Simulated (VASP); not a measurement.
Input of a VASP 6.6.1 run:

The input POSCAR:

```
AlAs
1.0
    0.0000000000      2.8304000000      2.8304000000
    2.8304000000      0.0000000000      2.8304000000
    2.8304000000      2.8304000000      0.0000000000
Al As
1 1
Direct
    0.0000000000      0.0000000000      0.0000000000
    0.2500000000      0.2500000000      0.2500000000
```

Contents of INCAR.step1:

```
SYSTEM = AlAs
PREC = Accurate
ENCUT = 400
EDIFF = 1E-5
ISMEAR = 0
SIGMA = 0.01
LREAL = .False.
LASPH = .True.
NELM = 120
ALGO = Normal
ISIF = 2
LWAVE = .True.
NBANDS = 11
GGA = PE
GGA_COMPAT = .False.
```

The input INCAR.step2:

```
SYSTEM = AlAs
PREC = Accurate
ENCUT = 400
EDIFF = 1E-6
ISMEAR = 0
SIGMA = 0.01
LREAL = .False.
LASPH = .True.
NELM = 120
ALGO = Normal
ISIF = 2
LWAVE = .False.
LCHARG = .True.
GGA = PE
LHFCALC = .True.
AEXX = 0.35
PRECFOCK = Normal
LELF = .True.
LVHAR = .True.
NBANDS = 11
ISTART = 1
GGA_COMPAT = .False.
```

KPOINTS

```
Automatic mesh
0
Gamma
  4 4 4
  0 0 0
```

Potentials or basis: VASP PAW PBE potentials, release 64 (Al, As).

Command:

```sh
$ cat potpaw_PBE.64/Al/POTCAR potpaw_PBE.64/As/POTCAR > POTCAR
$ cp INCAR.step1 INCAR
$ mpirun -np 1 vasp_std > vasp.out
$ cp INCAR.step2 INCAR
$ mpirun -np 1 vasp_std > vasp.out
```

Problem. What does it give for the band gap on the k mesh?

Solution. 3.40 eV (least direct gap 4.36 eV).

Problem. What does it give for the pressure?

Solution. -0.1 GPa.

Caveat: the k points lie up to 0.48 Å⁻¹ apart; the PAW data sets were made with another functional, which shifts forces and pressure a little. A k mesh can miss the band edges.
